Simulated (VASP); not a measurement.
Write the native input for VASP 6.6.1 that does the following.

```
Task                   : relaxation of cell and atoms
Functional             : RPBE
Potentials or basis    : VASP PAW PBE potentials, release 64 (W_sv)
Cutoff                 : 600 eV
k mesh                 : 5 × 5 × 5
Occupations            : fermi-dirac, width 0.1 eV
Spin                   : no spin polarisation
Target pressure        : 2 GPa
Dipole correction      : no
Further INCAR settings : ALGO = Normal; EDIFF = 1e-07; IBRION = 2; EDIFFG = -0.01; NSW = 80; ISIF = 3
```

The structure of W lies in POSCAR:

```
W
1.0
    0.0000000000      2.0300000000      2.0300000000
    2.0300000000      0.0000000000      2.0300000000
    2.0300000000      2.0300000000      0.0000000000
W
1
Direct
    0.0000000000      0.0000000000      0.0000000000
```

One way to write it, as run:

INCAR

```
ALGO     = Normal         # electronic algorithm
EDIFF    = 1E-7           # SCF threshold, eV
EDIFFG   = -0.01          # ionic threshold
ENCUT    = 600            # plane-wave cutoff, eV
GGA      = RP             # functional
IBRION   = 2              # ionic algorithm
ISIF     = 3              # what is computed and relaxed
ISMEAR   = -1             # smearing method
LASPH    = True           # aspherical terms in the spheres
LCHARG   = False          # write CHGCAR
LREAL    = False          # projectors in reciprocal space
LWAVE    = False          # write WAVECAR
NELM     = 100            # most SCF steps
NSW      = 80             # ionic steps
PREC     = Accurate       # precision mode
PSTRESS  = 20.0         
SIGMA    = 0.1            # smearing width, eV
```

KPOINTS

```
k-points
0
Gamma
  5 5 5
```

Potentials or basis: VASP PAW PBE potentials, release 64 (W_sv).

Run with:

```sh
$ cat potpaw_PBE.64/W_sv/POTCAR > POTCAR
$ mpirun -np 1 vasp_std > vasp.out
```

It gave:

- Relaxed volume: 16.54 Å³/atom
- Relaxed cell: a = 2.860 Å, b = 2.860 Å, c = 2.860 Å, α = 60.00°, β = 60.00°, γ = 60.00°
- Space group after relaxing (to 0.05 Å): Fm-3m (No. 225)
- Energy change on relaxing (the enthalpy is what falls): +0.4 meV/atom
- Ionic steps: 3
- Pressure after relaxing: 2.0 GPa
- Band gap on the k mesh: zero (band 7 reaches 11.95 eV, above the bottom of band 8 at 9.92 eV)

Caveat: the k points lie up to 0.54 Å⁻¹ apart in the final cell; the cell is relaxed towards a set pressure, so the enthalpy falls and the energy may rise; the PAW data sets were made with another functional, which shifts forces and pressure a little; spin-orbit coupling is left out, which moves the levels of the heavy elements.

Wall time 15 s on 1 thread of AMD EPYC 7R13 (shared host), peak memory 0.11 GiB.
